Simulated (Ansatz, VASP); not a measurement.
## One calculation of Mg2B3, two programs

```xyz
5
Lattice="3.8329 0.0000 0.0000 -1.9164 3.3194 0.0000 0.0000 0.0000 4.8979" Properties=species:S:1:pos:R:3 pbc="T T T"
Mg    0.0000    2.2129    0.8503
Mg    1.9164    1.1065    4.0475
B     0.0000    0.0000    0.0000
B     0.0000    2.2129    3.1083
B     1.9164    1.1065    1.7896
```

Change from the starting cell: species swapped into the Ga3Pt2 type (P-3m1, No. 164).

Alike in both runs: functional PBE; k mesh 6 × 6 × 4; occupations gaussian, width 0.1 eV; no spin polarisation.

Ansatz relaxed the structure, and its values are those at the end. VASP's run is a single point on that final structure, the one shown.

|  | VASP | Ansatz |
| --- | --- | --- |
| version | VASP 6.6.1 | Ansatz 0.2.0 |
| potentials or method | VASP PAW PBE potentials, release 64 (Mg, B), cutoff 520 eV | scalar-relativistic, plane waves, PAW |
| valence electrons in the cell | 13 | 29 |

Ansatz gave:

```
gap on the k mesh at the Fermi level (eV) : none
pressure (GPa)                            : 0.3
rms of the force components (eV/Å)        : 0.007
```

Question: What did VASP give for the same quantities?

Answer: gap on the k mesh at the Fermi level (eV): none; pressure (GPa): 0.2; rms of the force components (eV/Å): 0.004.

A gap of «none» marks a metal or a gap that the smearing closes. VASP's potentials hold 13 valence electrons a cell and Ansatz's 29, so a difference there can come from the potentials and not from the codes.
